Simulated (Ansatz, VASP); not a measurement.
**One calculation of La3Si2F, two programs**

Contents of INCAR:

```
ALGO = Normal ; EDIFF = 1E-6
ENCUT = 520 ; GGA = PE
ISIF = 2 ; ISMEAR = 0
LASPH = True ; LCHARG = True
LELF = True ; LREAL = False
LVHAR = True ; LWAVE = False
NBANDS = 33 ; NELM = 100
PREC = Accurate ; SIGMA = 0.1
```

File KPOINTS:

```
k-points
0
Gamma
  3 3 4
```

File POSCAR:

```
La3Si2F
1.0
    5.9144555600      0.0000000000      0.0000000000
   -2.9572277800      5.1220687600      0.0000000000
    0.0000000000      0.0000000000      4.5708082200
La Si F
3 2 1
Direct
    0.5000000000      0.0000000000      0.5000000000
    0.5000000000      0.5000000000      0.5000000000
    0.0000000000      0.5000000000      0.5000000000
    0.3333333300      0.6666666700      0.0000000000
    0.6666666700      0.3333333300      0.0000000000
    0.0000000000      0.0000000000      0.0000000000
```

Input for Ansatz:

```yaml
crystal:
  lattice:
    - [5.91445556, 0.0, 0.0]
    - [-2.95722778, 5.12206876, 0.0]
    - [0.0, 0.0, 4.57080822]
  atoms:
    - { symbol: La, position: [0.5, 0.0, 0.5] }
    - { symbol: La, position: [0.5, 0.5, 0.5] }
    - { symbol: La, position: [0.0, 0.5, 0.5] }
    - { symbol: Si, position: [0.33333333, 0.66666667, 0.0] }
    - { symbol: Si, position: [0.66666667, 0.33333333, 0.0] }
    - { symbol: F, position: [0.0, 0.0, 0.0] }
basis:
  ecutwfc: 420
kpoints:
  mp_grid: { grid: [3, 3, 4] }
hamiltonian:
  xc: pbe
scf:
  occupations: { method: gaussian, width: 0.1 }
  lower_state_search: "off"
output:
  forces: true
  stress: true
  eigenvalues: true
```

Change from the starting cell: species swapped into the SmAl3Pd2 type (P6/mmm, No. 191).

Alike in both runs: task single point; functional PBE; k mesh 3 × 3 × 4; occupations gaussian, width 0.1 eV; no spin polarisation.

|  | VASP | Ansatz |
| --- | --- | --- |
| version | VASP 6.6.1 | Ansatz 0.2.0 |
| potentials or method | VASP PAW PBE potentials, release 64 (La, Si, F), cutoff 520 eV | scalar-relativistic, plane waves, PAW |
| valence electrons in the cell | 48 | 48 |

```csv
,VASP,Ansatz,Ansatz less VASP
gap on the k mesh at the Fermi level (eV),none,none,-
pressure (GPa),16.0,16.1,+0.07
"traceless stress, the component that is largest in VASP (GPa)",-3.59,-3.54,+0.053
```

A gap of «none» marks a metal or a gap that the smearing closes. With one functional, cell and mesh, what is left measures potentials, basis and numerics.

The k mesh is coarse, so the values compare programs but aren't converged. Spin-orbit coupling is off throughout.
